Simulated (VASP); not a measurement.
# TiCo3 (Pm-3m) in VASP: a series of runs

TiCo3 is run at these levels: PBEsol; tasks: single point.

Program: VASP 6.6.1. These are calculated values, not measurements. Logs are shortened: lines on timing, memory, paths and dates and some standing lists are left out, and cuts for length are marked.

### Step 1. The cell of the first run

It takes space group Pm-3m (No. 221, cubic). Conventional cell: a = 3.374 Å, b = 3.374 Å, c = 3.374 Å, α = 90.00°, β = 90.00°, γ = 90.00°. Ti (site symmetry m-3m) has 12 Co at 2.39 Å within 3.2 Å. Co (site symmetry 4/mmm) has 4 Ti at 2.39 Å and 8 Co at 2.39 Å within 3.2 Å.

### Step 2. Single point, PBEsol, collinear spin, ferromagnetic start (9.61 Å³/atom)

INCAR

```
  PREC = Accurate
  ENCUT = 520
  EDIFF = 1E-7
  ISMEAR = 0
  SIGMA = 0.15
  LREAL = False
  LASPH = True
  NELM = 150
  ALGO = Fast
  ISIF = 2
  LWAVE = False
  LCHARG = False
  ISPIN = 2
  MAGMOM = 1 2.2 2.2 2.2
  LORBIT = 11
  NUPDOWN = 7.6
  LMAXMIX = 4
  GGA = PS
  NBANDS = 32
```

KPOINTS

```
Automatic mesh
0
Gamma
  12 12 12
```

POSCAR

```
TiCo3
1.0
    3.3744333754      0.0000000000      0.0000000000
    0.0000000000      3.3744333754      0.0000000000
    0.0000000000      0.0000000000      3.3744333754
Ti Co
1 3
Direct
    0.0000000000      0.0000000000      0.0000000000
    0.0000000000      0.5000000000      0.5000000000
    0.5000000000      0.0000000000      0.5000000000
    0.5000000000      0.5000000000      0.0000000000
```

Potentials or basis: VASP PAW PBE potentials, release 64 (Ti_sv, Co).

Launch:

```bash
$ cat potpaw_PBE.64/Ti_sv/POTCAR potpaw_PBE.64/Co/POTCAR > POTCAR
$ mpirun -np 1 vasp_std > vasp.out
```

OUTCAR:

```text
PREC = Accurate
   ENCUT = 520
   EDIFF = 1E-7
   ISMEAR = 0
   LREAL = False
   LASPH = True
   NELM = 150
   ISIF = 2
   ISPIN = 2
   LORBIT = 11
   NUPDOWN = 7.6
   GGA = PS

 ion  position               nearest neighbor table
   1  0.000  0.000  0.000-   2 2.39   3 2.39   4 2.39   2 2.39   3 2.39   2 2.39   4 2.39   2 2.39
                             3 2.39   4 2.39   3 2.39   4 2.39
   2  0.000  0.500  0.500-   1 2.39   3 2.39   4 2.39   1 2.39   4 2.39   1 2.39   3 2.39   1 2.39
                             3 2.39   4 2.39   4 2.39   3 2.39
   3  0.500  0.000  0.500-   1 2.39   2 2.39   4 2.39   1 2.39   4 2.39   2 2.39   4 2.39   4 2.39
                             1 2.39   2 2.39   1 2.39   2 2.39
   4  0.500  0.500  0.000-   1 2.39   2 2.39   3 2.39   2 2.39   3 2.39   1 2.39   3 2.39   3 2.39
                             1 2.39   2 2.39   2 2.39   1 2.39

  LATTYP: Found a simple cubic cell.
 ALAT       =     3.3744333754

  Lattice vectors:

 A1 = (   3.3744333754,   0.0000000000,   0.0000000000)
 A2 = (   0.0000000000,   3.3744333754,   0.0000000000)
 A3 = (   0.0000000000,   0.0000000000,   3.3744333754)

Analysis of symmetry for initial positions (statically):
=====================================================================
 Subroutine PRICEL returns:
 Original cell was already a primitive cell.

 Routine SETGRP: Setting up the symmetry group for a
 simple cubic supercell.

 Subroutine GETGRP returns: Found 48 space group operations
 (whereof 48 operations were pure point group operations)
 out of a pool of 48 trial point group operations.

The static configuration has the point symmetry O_h .

Analysis of symmetry for dynamics (positions and initial velocities):
=====================================================================
 Subroutine PRICEL returns:
 Original cell was already a primitive cell.

 Routine SETGRP: Setting up the symmetry group for a
 simple cubic supercell.

 Subroutine GETGRP returns: Found 48 space group operations
 (whereof 48 operations were pure point group operations)
 out of a pool of 48 trial point group operations.

The dynamic configuration has the point symmetry O_h .

Analysis of structural, dynamic, and magnetic symmetry:
=====================================================================
 Subroutine PRICEL returns:
 Original cell was already a primitive cell.

 Routine SETGRP: Setting up the symmetry group for a
 simple cubic supercell.

 Subroutine GETGRP returns: Found 48 space group operations
 (whereof 48 operations were pure point group operations)
 out of a pool of 48 trial point group operations.

The overall configuration has the point symmetry O_h .

 Subroutine INISYM returns: Found 48 space group operations
 (whereof 48 operations are pure point group operations),
 and found     1 'primitive' translations

----------------------------------------------------------------------------------------

                                     Primitive cell

  volume of cell :      38.4240

  direct lattice vectors                    reciprocal lattice vectors
     3.374433375  0.000000000  0.000000000     0.296346049  0.000000000  0.000000000
     0.000000000  3.374433375  0.000000000     0.000000000  0.296346049  0.000000000
     0.000000000  0.000000000  3.374433375     0.000000000  0.000000000  0.296346049

  length of vectors
     3.374433375  3.374433375  3.374433375     0.296346049  0.296346049  0.296346049

  position of ions in fractional coordinates (direct lattice)
     0.000000000  0.000000000  0.000000000
     0.000000000  0.500000000  0.500000000
     0.500000000  0.000000000  0.500000000
     0.500000000  0.500000000  0.000000000

  ion indices of the primitive-cell ions
   primitive index   ion index
                 1           1
                 2           2
                 3           3
                 4           4

----------------------------------------------------------------------------------------

 KPOINTS: Automatic mesh

Automatic generation of k-mesh.
 Grid dimensions read from file:
 generate k-points for:   12   12   12

 Generating k-lattice:

  Cartesian coordinates                     Fractional coordinates (reciprocal lattice)
     0.024695504  0.000000000  0.000000000     0.083333333  0.000000000  0.000000000
     0.000000000  0.024695504  0.000000000     0.000000000  0.083333333  0.000000000
     0.000000000  0.000000000  0.024695504     0.000000000  0.000000000  0.083333333

  Length of vectors
     0.024695504  0.024695504  0.024695504

  Shift w.r.t. Gamma in fractional coordinates (k-lattice)
     0.000000000  0.000000000  0.000000000

 Subroutine IBZKPT returns following result:
 ===========================================

 Found     84 irreducible k-points:

 Following reciprocal coordinates:
            Coordinates               Weight
  0.000000  0.000000  0.000000      1.000000
  0.083333  0.000000  0.000000      6.000000
  0.166667  0.000000  0.000000      6.000000
  0.250000  0.000000  0.000000      6.000000
  0.333333  0.000000  0.000000      6.000000
  0.416667  0.000000  0.000000      6.000000
[... 16 lines left out ...]
  0.333333  0.333333  0.000000     12.000000
  0.416667  0.333333  0.000000     24.000000
 [... further k-points ...]
   k-points           NKPTS =     84   k-points in BZ     NKDIM =     84   number of bands    NBANDS=     32
   number of dos      NEDOS =    301   number of ions     NIONS =      4
   total plane-waves  NPLWV =  21952
   dimension x,y,z NGX =    28 NGY =   28 NGZ =   28
   dimension x,y,z NGXF=    56 NGYF=   56 NGZF=   56
   ions per type =               1   3
   NGX,Y,Z   is equivalent  to a cutoff of  13.79, 13.79, 13.79 a.u.
   NGXF,Y,Z  is equivalent  to a cutoff of  27.59, 27.59, 27.59 a.u.
 SYSTEM =  unknown system
   PREC   = accura    normal or accurate (medium, high low for compatibility)
   ISTART =      0    job   : 0-new  1-cont  2-samecut
   ICHARG =      2    charge: 1-file 2-atom 10-const
   ISPIN  =      2    spin polarized calculation?
   LNONCOLLINEAR =      F non collinear calculations
   LSORBIT =      F    spin-orbit coupling
   LASPH  =      T    aspherical Exc in radial PAW
   ENCUT  =  520.0 eV  38.22 Ry    6.18 a.u.   6.27  6.27  6.27*2*pi/ulx,y,z
   NELM   =    150;   NELMIN=  2; NELMDL= -5     # of ELM steps
   EDIFF  = 0.1E-06   stopping-criterion for ELM
   LREAL  =      F    real-space projection
   EDIFFG = 0.1E-05   stopping-criterion for IOM
   NSW    =      0    number of steps for IOM
   IBRION =     -1    ionic relax: 0-MD 1-quasi-New 2-CG
   NFREE  =      0    steps in history (QN), initial steepest desc. (CG)
   ISIF   =      2    stress and relaxation
   ISYM   =      2    0-nonsym 1-usesym 2-fastsym
   POTIM  = 0.5000    time-step for ionic-motion
   TEBEG  =    0.0;   TEEND  =   0.0 temperature during run
   PSTRESS=    0.0 pullay stress
   NELECT =      39.0000    total number of electrons
   NUPDOWN=       7.6000    fix difference up-down
   EMIN   =  10.00;   EMAX   =-10.00  energy-range for DOS
   EFERMI =   0.00;   METHOD = LEGACY
   ISMEAR =     0;   SIGMA  =   0.15  broadening in eV -4-tet -1-fermi 0-gaus
   EFERMI_NEDOS =   21; number of points for ismear=-14 and -15
   IALGO  =     68    algorithm
   IMIX   =      4    mixing-type and parameters
     AMIX     =   0.40;   BMIX     =  1.00
     AMIX_MAG =   1.60;   BMIX_MAG =  1.00
  volume/ion in A,a.u.               =       9.61        64.82
  Fermi-wavevector in a.u.,A,eV,Ry     =   1.645238  3.109050 36.828378  2.706809
  Thomas-Fermi vector in A             =   2.735069
   LORBIT       =     11    0 simple, 1 ext, 2 COOP (PROOUT), +10 PAW based schemes
   GGA     = PS    functional components
   LHFCALC =     F    Hartree Fock is set to
   AEXX    =    0.0000 exact exchange contribution
   IVDW    =     0    specifies the selected vdW correction
   LEPSILON=     F    determine dielectric tensor
   LRPA    =     F    only Hartree local field effects (RPA)
 spin polarized calculation
 RMM-DIIS sequential band-by-band and
 Gauss-broadening in eV      SIGMA  =   0.15
  energy-cutoff  :      520.00
  volume of cell :       38.42
 maximum number of plane-waves:      1064
 NGX is ok and might be reduce to    28
   NGX = 13   NGY = 13   NGZ = 13

 number of electron      39.0000021 magnetization       7.6000008

 Free energy of the ion-electron system (eV)
  ---------------------------------------------------
  ext. energy  EPLUGINS =         0.00000000
  ---------------------------------------------------
  free energy    TOTEN  =       -27.01287639 eV

  energy without entropy =      -26.93554978  energy(sigma->0) =      -26.97421309

 E-fermi :  12.3154     XC(G=0): -14.4519

 val. band max:       14.8644406114   @ k =   0.2500   0.1667   0.0833
 cond. band min:      12.3205216396   @ k =   0.4167   0.4167   0.2500
 fundamental gap:     -2.5439189718
 Fermi energy:        14.8652546913

 spin component 1

 k-point     1 :       0.0000    0.0000    0.0000
  band No.  band energies     occupation
      1     -42.0772      1.00000
      2     -18.5665      1.00000
      3     -18.5665      1.00000
      4     -18.5665      1.00000
      5       3.5169      1.00000
      6       6.6232      1.00000
[... 805 lines left out ...]
     30      26.0843      0.00000
     31      26.8695      0.00000

 [... further k-points ...]

 spin component 2

 k-point     1 :       0.0000    0.0000    0.0000
  band No.  band energies     occupation
      1     -41.2211      1.00000
      2     -17.7069      1.00000
      3     -17.7069      1.00000
      4     -17.7069      1.00000
      5       4.2416      1.00000
      6       8.1526      1.00000
[... 805 lines left out ...]
     30      27.2165      0.00000
     31      27.9216      0.00000

 [... further k-points ...]

 [bands above 31 left out]

------------------------ aborting loop because EDIFF is reached ----------------------------------------

  FORCE on cell =-STRESS in cart. coord.  units (eV):
  Direction    XX          YY          ZZ          XY          YZ          ZX
  --------------------------------------------------------------------------------------
  -------------------------------------------------------------------------------------
  Total       20.6311907     20.6311907     20.6311907     -0.0000000      0.0000000     -0.0000000
  in kB      860.2650947    860.2650947    860.2650947     -0.0000000      0.0000000     -0.0000000
  external PRESSURE =     860.2650947 kB  Pullay stress =       0.0000000 kB

 VOLUME and BASIS-vectors are now :
 -----------------------------------------------------------------------------
  energy-cutoff  :      520.00
  volume of cell :       38.42
      direct lattice vectors                 reciprocal lattice vectors
     3.374433375  0.000000000  0.000000000     0.296346049  0.000000000  0.000000000
     0.000000000  3.374433375  0.000000000     0.000000000  0.296346049  0.000000000
     0.000000000  0.000000000  3.374433375     0.000000000  0.000000000  0.296346049

 POSITION                                       TOTAL-FORCE (eV/Angst)
 -----------------------------------------------------------------------------------
      0.00000      0.00000      0.00000         0.000000      0.000000      0.000000
      0.00000      1.68722      1.68722         0.000000      0.000000      0.000000
      1.68722      0.00000      1.68722         0.000000      0.000000      0.000000
      1.68722      1.68722      0.00000         0.000000      0.000000      0.000000
 -----------------------------------------------------------------------------------
    total drift:                                0.000000      0.000000      0.000000

  FREE ENERGIE OF THE ION-ELECTRON SYSTEM (eV)
  ---------------------------------------------------
  free  energy   TOTEN  =       -27.0128763878 eV

  energy  without entropy=      -26.9355497830  energy(sigma->0) =      -26.97421309

 total charge

# of ion       s       p       d       tot
------------------------------------------
    1        2.301   6.303   2.342  10.946
    2        0.631   0.727   7.322   8.680
    3        0.631   0.727   7.322   8.680
    4        0.631   0.727   7.322   8.680
--------------------------------------------------
tot          4.192   8.483  24.309  36.984

 magnetization (x)

# of ion       s       p       d       tot
------------------------------------------
    1        0.015   0.077   0.886   0.979
    2        0.040   0.160   1.914   2.113
    3        0.040   0.160   1.914   2.113
    4        0.040   0.160   1.914   2.113
--------------------------------------------------
tot          0.134   0.557   6.628   7.319
```

Run time: 2.8 min. Hardware: 1 thread of Intel Xeon 6975P-C (Granite Rapids), shared host; peak memory 0.27 GiB.

What came out:

```
Free energy                                           : -27.0129 eV
Pressure                                              : 86.0 GPa
Net moment                                            : 7.60 μB per cell
Site moments                                          : Ti +0.98; Co +2.11 μB
Valence electrons inside the program's atomic spheres : Ti 10.95; Co 8.68
```

Caveat: the cell stands under pressure; the PAW data sets were made with another functional, which shifts forces and pressure a little; the total moment is fixed, so each spin has its own Fermi level.

### Step 3. Single point, PBEsol, collinear spin, ferromagnetic start (11.66 Å³/atom)

This run uses another cell than the first one, of 11.66 Å³/atom.

INCAR

```
  PREC = Accurate
  ENCUT = 520
  EDIFF = 1E-6
  ISMEAR = 0
  SIGMA = 0.15
  LREAL = F
  LASPH = T
  NELM = 150
  ALGO = Fast
  ISIF = 2
  LWAVE = F
  LCHARG = F
  ISPIN = 2
  MAGMOM = 1 2.2 2.2 2.2
  LORBIT = 11
  NUPDOWN = 7.6
  LMAXMIX = 4
  GGA = PS
  NBANDS = 32
```

KPOINTS is that of step 2.

POSCAR

```
TiCo3
1.0
    3.6000000000      0.0000000000      0.0000000000
    0.0000000000      3.6000000000      0.0000000000
    0.0000000000      0.0000000000      3.6000000000
Ti Co
1 3
Direct
    0.0000000000      0.0000000000      0.0000000000
    0.0000000000      0.5000000000      0.5000000000
    0.5000000000      0.0000000000      0.5000000000
    0.5000000000      0.5000000000      0.0000000000
```

Potentials or basis: VASP PAW PBE potentials, release 64 (Ti_sv, Co).

Launch:

```bash
$ cat potpaw_PBE.64/Ti_sv/POTCAR potpaw_PBE.64/Co/POTCAR > POTCAR
$ mpirun -np 1 vasp_std > vasp.out
```

OUTCAR:

```text
PREC = Accurate
   ENCUT = 520
   EDIFF = 1E-6
   ISMEAR = 0
   LREAL = F
   LASPH = T
   NELM = 150
   ISIF = 2
   ISPIN = 2
   LORBIT = 11
   NUPDOWN = 7.6
   GGA = PS

 ion  position               nearest neighbor table
   1  0.000  0.000  0.000-   2 2.55   3 2.55   4 2.55   2 2.55   3 2.55   2 2.55   4 2.55   2 2.55
                             3 2.55   4 2.55   3 2.55   4 2.55
   2  0.000  0.500  0.500-   1 2.55   3 2.55   4 2.55   1 2.55   4 2.55   1 2.55   3 2.55   1 2.55
                             3 2.55   4 2.55   4 2.55   3 2.55
[... 1870 lines left out ...]
  volume of cell :       46.66
      direct lattice vectors                 reciprocal lattice vectors
     3.600000000  0.000000000  0.000000000     0.277777778  0.000000000  0.000000000
     0.000000000  3.600000000  0.000000000     0.000000000  0.277777778  0.000000000
     0.000000000  0.000000000  3.600000000     0.000000000  0.000000000  0.277777778

 POSITION                                       TOTAL-FORCE (eV/Angst)
 -----------------------------------------------------------------------------------
      0.00000      0.00000      0.00000         0.000000      0.000000      0.000000
      0.00000      1.80000      1.80000         0.000000      0.000000      0.000000
      1.80000      0.00000      1.80000         0.000000      0.000000      0.000000
      1.80000      1.80000      0.00000         0.000000      0.000000      0.000000
 -----------------------------------------------------------------------------------
    total drift:                                0.000000      0.000000      0.000000

  FREE ENERGIE OF THE ION-ELECTRON SYSTEM (eV)
  ---------------------------------------------------
  free  energy   TOTEN  =       -29.3673831812 eV

  energy  without entropy=      -29.2737592057  energy(sigma->0) =      -29.32057119

 total charge

# of ion       s       p       d       tot
------------------------------------------
    1        2.247   6.214   2.044  10.505
    2        0.541   0.545   7.171   8.257
    3        0.541   0.545   7.171   8.257
    4        0.541   0.545   7.171   8.257
--------------------------------------------------
tot          3.870   7.850  23.557  35.277

 magnetization (x)

# of ion       s       p       d       tot
------------------------------------------
    1        0.009   0.049   0.770   0.827
    2        0.036   0.105   1.991   2.131
    3        0.036   0.105   1.991   2.131
    4        0.036   0.105   1.991   2.131
--------------------------------------------------
tot          0.116   0.363   6.742   7.222
```

OSZICAR:

```text
N       E                     dE             d eps       ncg     rms          rms(c)
DAV:   1     0.324746211972E+03    0.32475E+03   -0.17018E+04 10784   0.162E+03
DAV:   2    -0.904494334651E+01   -0.33379E+03   -0.31542E+03 10880   0.376E+02
DAV:   3    -0.339856864905E+02   -0.24941E+02   -0.23743E+02 13328   0.118E+02
[... 12 lines left out ...]
RMM:  16    -0.293673789646E+02   -0.88436E-05   -0.92335E-05 16772   0.363E-02    0.154E-02
RMM:  17    -0.293673802514E+02   -0.12868E-05   -0.47065E-05 14841   0.292E-02    0.116E-02
RMM:  18    -0.293673816013E+02   -0.13499E-05   -0.20431E-05 12407   0.159E-02    0.423E-03
RMM:  19    -0.293673826071E+02   -0.10058E-05   -0.10000E-05 10438   0.961E-03    0.240E-03
RMM:  20    -0.293673831812E+02   -0.57418E-06   -0.51297E-06  9286   0.711E-03
   1 F= -.29367383E+02 E0= -.29320571E+02  d E =-.936240E-01  mag=     7.6000
```

It took 3.3 min on 1 thread of Intel Xeon Platinum 8488C (Sapphire Rapids), shared host; peak memory 0.3 GiB.

Results:

| Property | Result |
| --- | --- |
| Free energy | -29.3674 eV |
| Pressure | 16.2 GPa |
| Net moment | 7.60 μB per cell |
| Site moments | Ti +0.83; Co +2.13 μB |
| Valence electrons inside the program's atomic spheres | Ti 10.51; Co 8.26 |

Caveat: the cell stands under pressure; the PAW data sets were made with another functional, which shifts forces and pressure a little; the total moment is fixed, so each spin has its own Fermi level.

(Continued in part 2 of 2.)
